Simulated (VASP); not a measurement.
# Sc (Pm-3m) in VASP: single point with LDA

Aim: the single point of Sc with LDA.

Program: VASP 6.6.1. These are calculated values, not measurements. Logs are shortened: lines on timing, memory, paths and dates and some standing lists are left out, and cuts for length are marked.

## Step 1: The cell of the first run

It takes space group Pm-3m (No. 221, cubic). The conventional cell has a = 4.432 Å, b = 4.432 Å, c = 4.432 Å, α = 90.00°, β = 90.00°, γ = 90.00°. Within 4.1 Å of Sc (site symmetry 4/mmm) lie 8 Sc at 3.13 Å.

## Step 2: Single point, LDA

Input file INCAR:

```
SYSTEM = Sc
ALGO     = Normal         ! electronic algorithm
EDIFF    = 1E-7           ! SCF threshold, eV
ENCUT    = 520            ! plane-wave cutoff, eV
ISIF     = 2              ! what is computed and relaxed
ISMEAR   = -1             ! smearing method
LASPH    = .TRUE.         ! aspherical terms in the spheres
LCHARG   = .FALSE.        ! write CHGCAR
LREAL    = .FALSE.        ! projectors in reciprocal space
LWAVE    = .FALSE.        ! write WAVECAR
NBANDS   = 24             ! bands
NELM     = 100            ! most SCF steps
PREC     = Accurate       ! precision mode
SIGMA    = 0.1            ! smearing width, eV
```

Input file KPOINTS:

```
k-points
0
G
  5 5 5
  0 0 0
```

Input file POSCAR:

```
Sc
1.0
    4.4319880000      0.0000000000      0.0000000000
    0.0000000000      4.4319880000      0.0000000000
    0.0000000000      0.0000000000      4.4319880000
Sc
3
Direct
    0.5000000000      0.0000000000      0.5000000000
    0.0000000000      0.5000000000      0.5000000000
    0.5000000000      0.5000000000      0.0000000000
```

Potentials or basis: VASP PAW LDA potentials, release 64 (Sc_sv).

The run is started by

```bash
$ cat potpaw_LDA.64/Sc_sv/POTCAR > POTCAR
$ mpirun -np 1 vasp_std > vasp.out
```

OUTCAR:

```text
SYSTEM = Sc
   EDIFF = 1E-7
   ENCUT = 520
   ISIF = 2
   ISMEAR = -1
   LASPH = .TRUE.
   LREAL = .FALSE.
   NELM = 100
   PREC = Accurate

 ion  position               nearest neighbor table
   1  0.500  0.000  0.500-   2 3.13   3 3.13   3 3.13   2 3.13   3 3.13   3 3.13   2 3.13   2 3.13

   2  0.000  0.500  0.500-   1 3.13   3 3.13   3 3.13   1 3.13   1 3.13   3 3.13   3 3.13   1 3.13

   3  0.500  0.500  0.000-   1 3.13   2 3.13   1 3.13   2 3.13   1 3.13   1 3.13   2 3.13   2 3.13

  LATTYP: Found a simple cubic cell.
 ALAT       =     4.4319880000

  Lattice vectors:

 A1 = (   4.4319880000,   0.0000000000,   0.0000000000)
 A2 = (   0.0000000000,   4.4319880000,   0.0000000000)
 A3 = (   0.0000000000,   0.0000000000,   4.4319880000)

Analysis of symmetry for initial positions (statically):
=====================================================================
 Subroutine PRICEL returns:
 Original cell was already a primitive cell.

 Routine SETGRP: Setting up the symmetry group for a
 simple cubic supercell.

 Subroutine GETGRP returns: Found 48 space group operations
 (whereof 48 operations were pure point group operations)
 out of a pool of 48 trial point group operations.

The static configuration has the point symmetry O_h .

Analysis of symmetry for dynamics (positions and initial velocities):
=====================================================================
 Subroutine PRICEL returns:
 Original cell was already a primitive cell.

 Routine SETGRP: Setting up the symmetry group for a
 simple cubic supercell.

 Subroutine GETGRP returns: Found 48 space group operations
 (whereof 48 operations were pure point group operations)
 out of a pool of 48 trial point group operations.

The dynamic configuration has the point symmetry O_h .

 Subroutine INISYM returns: Found 48 space group operations
 (whereof 48 operations are pure point group operations),
 and found     1 'primitive' translations

----------------------------------------------------------------------------------------

                                     Primitive cell

  volume of cell :      87.0554

  direct lattice vectors                    reciprocal lattice vectors
     4.431988000  0.000000000  0.000000000     0.225632380  0.000000000  0.000000000
     0.000000000  4.431988000  0.000000000     0.000000000  0.225632380  0.000000000
     0.000000000  0.000000000  4.431988000     0.000000000  0.000000000  0.225632380

  length of vectors
     4.431988000  4.431988000  4.431988000     0.225632380  0.225632380  0.225632380

  position of ions in fractional coordinates (direct lattice)
     0.500000000  0.000000000  0.500000000
     0.000000000  0.500000000  0.500000000
     0.500000000  0.500000000  0.000000000

  ion indices of the primitive-cell ions
   primitive index   ion index
                 1           1
                 2           2
                 3           3

----------------------------------------------------------------------------------------

 KPOINTS: k-points

Automatic generation of k-mesh.
 Grid dimensions read from file:
 generate k-points for:    5    5    5

 Generating k-lattice:

  Cartesian coordinates                     Fractional coordinates (reciprocal lattice)
     0.045126476  0.000000000  0.000000000     0.200000000  0.000000000  0.000000000
     0.000000000  0.045126476  0.000000000     0.000000000  0.200000000  0.000000000
     0.000000000  0.000000000  0.045126476     0.000000000  0.000000000  0.200000000

  Length of vectors
     0.045126476  0.045126476  0.045126476

  Shift w.r.t. Gamma in fractional coordinates (k-lattice)
     0.000000000  0.000000000  0.000000000

 Subroutine IBZKPT returns following result:
 ===========================================

 Found     10 irreducible k-points:

 Following reciprocal coordinates:
            Coordinates               Weight
  0.000000  0.000000  0.000000      1.000000
  0.200000  0.000000  0.000000      6.000000
  0.400000  0.000000  0.000000      6.000000
  0.200000  0.200000  0.000000     12.000000
  0.400000  0.200000  0.000000     24.000000
  0.400000  0.400000  0.000000     12.000000
  0.200000  0.200000  0.200000      8.000000
  0.400000  0.200000  0.200000     24.000000
  0.400000  0.400000  0.200000     24.000000
  0.400000  0.400000  0.400000      8.000000
   k-points           NKPTS =     10   k-points in BZ     NKDIM =     10   number of bands    NBANDS=     24
   number of dos      NEDOS =    301   number of ions     NIONS =      3
   total plane-waves  NPLWV =  46656
   dimension x,y,z NGX =    36 NGY =   36 NGZ =   36
   dimension x,y,z NGXF=    72 NGYF=   72 NGZF=   72
   ions per type =               3
   NGX,Y,Z   is equivalent  to a cutoff of  13.50, 13.50, 13.50 a.u.
   NGXF,Y,Z  is equivalent  to a cutoff of  27.01, 27.01, 27.01 a.u.
 SYSTEM =  Sc
   PREC   = accura    normal or accurate (medium, high low for compatibility)
   ISTART =      0    job   : 0-new  1-cont  2-samecut
   ICHARG =      2    charge: 1-file 2-atom 10-const
   ISPIN  =      1    spin polarized calculation?
   LNONCOLLINEAR =      F non collinear calculations
   LSORBIT =      F    spin-orbit coupling
   LASPH  =      T    aspherical Exc in radial PAW
   ENCUT  =  520.0 eV  38.22 Ry    6.18 a.u.   8.24  8.24  8.24*2*pi/ulx,y,z
   NELM   =    100;   NELMIN=  2; NELMDL= -5     # of ELM steps
   EDIFF  = 0.1E-06   stopping-criterion for ELM
   LREAL  =      F    real-space projection
   EDIFFG = 0.1E-05   stopping-criterion for IOM
   NSW    =      0    number of steps for IOM
   IBRION =     -1    ionic relax: 0-MD 1-quasi-New 2-CG
   NFREE  =      0    steps in history (QN), initial steepest desc. (CG)
   ISIF   =      2    stress and relaxation
   ISYM   =      2    0-nonsym 1-usesym 2-fastsym
   POTIM  = 0.5000    time-step for ionic-motion
   TEBEG  =    0.0;   TEEND  =   0.0 temperature during run
   PSTRESS=    0.0 pullay stress
   NELECT =      33.0000    total number of electrons
   NUPDOWN=      -1.0000    fix difference up-down
   EMIN   =  10.00;   EMAX   =-10.00  energy-range for DOS
   EFERMI =   0.00;   METHOD = LEGACY
   ISMEAR =    -1;   SIGMA  =   0.10  broadening in eV -4-tet -1-fermi 0-gaus
   EFERMI_NEDOS =   21; number of points for ismear=-14 and -15
   IALGO  =     38    algorithm
   IMIX   =      4    mixing-type and parameters
     AMIX     =   0.40;   BMIX     =  1.00
     AMIX_MAG =   1.60;   BMIX_MAG =  1.00
  volume/ion in A,a.u.               =      29.02       195.83
  Fermi-wavevector in a.u.,A,eV,Ry     =   1.184807  2.238960 19.099414  1.403767
  Thomas-Fermi vector in A             =   2.321014
   LORBIT       =      0    0 simple, 1 ext, 2 COOP (PROOUT), +10 PAW based schemes
   GGA     = CA    functional components
   LHFCALC =     F    Hartree Fock is set to
   AEXX    =    0.0000 exact exchange contribution
   IVDW    =     0    specifies the selected vdW correction
   LEPSILON=     F    determine dielectric tensor
   LRPA    =     F    only Hartree local field effects (RPA)
 non-spin polarized calculation
  energy-cutoff  :      520.00
  volume of cell :       87.06
 maximum number of plane-waves:      2356
 NGX is ok and might be reduce to    36
   NGX = 17   NGY = 17   NGZ = 17

 number of electron      32.9999990 magnetization

 Free energy of the ion-electron system (eV)
  ---------------------------------------------------
  ext. energy  EPLUGINS =         0.00000000
  ---------------------------------------------------
  free energy    TOTEN  =       -17.95533051 eV

  energy without entropy =      -17.71495264  energy(sigma->0) =      -17.83514157

 E-fermi :   2.5103     XC(G=0):  -9.3488

 val. band max:        2.4989518438   @ k =   0.4000   0.0000   0.0000
 cond. band min:       2.5202223668   @ k =   0.4000   0.2000   0.0000
 fundamental gap:      0.0212705230
 Fermi energy:         2.5102834178

 k-point     1 :       0.0000    0.0000    0.0000
  band No.  band energies     occupation
      1     -46.4939      2.00000
      2     -46.3910      2.00000
      3     -46.3910      2.00000
      4     -25.6236      2.00000
      5     -25.6236      2.00000
      6     -25.6236      2.00000
[... 16 lines left out ...]
     23       5.5707      0.00000
     24       5.5707      0.00000

 k-point     2 :       0.2000    0.0000    0.0000
  band No.  band energies     occupation
      1     -46.4852      2.00000
      2     -46.3996      2.00000
      3     -46.3909      2.00000
      4     -25.6024      2.00000
      5     -25.6024      2.00000
      6     -25.5920      2.00000
[... 16 lines left out ...]
     23       4.7997      0.00000
     24       5.3578      0.00000

 k-point     3 :       0.4000    0.0000    0.0000
  band No.  band energies     occupation
      1     -46.4652      2.00000
      2     -46.4196      2.00000
      3     -46.3908      2.00000
      4     -25.5575      2.00000
      5     -25.5575      2.00000
      6     -25.5156      2.00000
[... 16 lines left out ...]
     23       4.5060      0.00000
     24       4.7221      0.00000

 k-point     4 :       0.2000    0.2000    0.0000
  band No.  band energies     occupation
      1     -46.4773      2.00000
      2     -46.4027      2.00000
      3     -46.3956      2.00000
      4     -25.6140      2.00000
      5     -25.5809      2.00000
      6     -25.5430      2.00000
[... 16 lines left out ...]
     23       5.0088      0.00000
     24       5.1281      0.00000

 k-point     5 :       0.4000    0.2000    0.0000
  band No.  band energies     occupation
      1     -46.4584      2.00000
      2     -46.4197      2.00000
      3     -46.3972      2.00000
      4     -25.5823      2.00000
      5     -25.5341      2.00000
      6     -25.5222      2.00000
[... 73 lines left out ...]
 k-point     8 :       0.4000    0.2000    0.2000
  band No.  band energies     occupation
      1     -46.4528      2.00000
      2     -46.4197      2.00000
      3     -46.4025      2.00000
      4     -25.6146      2.00000
      5     -25.5494      2.00000
      6     -25.5438      2.00000
[... 16 lines left out ...]
     23       4.8579      0.00000
     24       4.8840      0.00000

 k-point     9 :       0.4000    0.4000    0.2000
  band No.  band energies     occupation
      1     -46.4388      2.00000
      2     -46.4216      2.00000
      3     -46.4142      2.00000
      4     -25.6270      2.00000
      5     -25.6008      2.00000
      6     -25.5501      2.00000
[... 16 lines left out ...]
     23       4.3588      0.00000
     24       4.9490      0.00000

 k-point    10 :       0.4000    0.4000    0.4000
  band No.  band energies     occupation
      1     -46.4312      2.00000
      2     -46.4214      2.00000
      3     -46.4214      2.00000
      4     -25.6775      2.00000
      5     -25.6086      2.00000
      6     -25.6086      2.00000
[... 16 lines left out ...]
     23       3.9450      0.00000
     24       4.9684      0.00000

------------------------ aborting loop because EDIFF is reached ----------------------------------------

  FORCE on cell =-STRESS in cart. coord.  units (eV):
  Direction    XX          YY          ZZ          XY          YZ          ZX
  --------------------------------------------------------------------------------------
  -------------------------------------------------------------------------------------
  Total       -1.8445701     -1.8445701     -1.8445701     -0.0000000      0.0000000     -0.0000000
  in kB      -33.9476742    -33.9476742    -33.9476742     -0.0000000      0.0000000     -0.0000000
  external PRESSURE =     -33.9476742 kB  Pullay stress =       0.0000000 kB

 VOLUME and BASIS-vectors are now :
 -----------------------------------------------------------------------------
  energy-cutoff  :      520.00
  volume of cell :       87.06
      direct lattice vectors                 reciprocal lattice vectors
     4.431988000  0.000000000  0.000000000     0.225632380  0.000000000  0.000000000
     0.000000000  4.431988000  0.000000000     0.000000000  0.225632380  0.000000000
     0.000000000  0.000000000  4.431988000     0.000000000  0.000000000  0.225632380

 POSITION                                       TOTAL-FORCE (eV/Angst)
 -----------------------------------------------------------------------------------
      2.21599      0.00000      2.21599         0.000000      0.000000      0.000000
      0.00000      2.21599      2.21599         0.000000      0.000000      0.000000
      2.21599      2.21599      0.00000         0.000000      0.000000      0.000000
 -----------------------------------------------------------------------------------
    total drift:                                0.000000      0.000000      0.000000

  FREE ENERGIE OF THE ION-ELECTRON SYSTEM (eV)
  ---------------------------------------------------
  free  energy   TOTEN  =       -17.9553305072 eV

  energy  without entropy=      -17.7149526419  energy(sigma->0) =      -17.83514157
```

It took 36 s on 1 thread of Intel Xeon 8259CL, shared host; peak memory 0.17 GiB.

What came out:

- Free energy: -17.9553 eV
- Pressure: -3.4 GPa
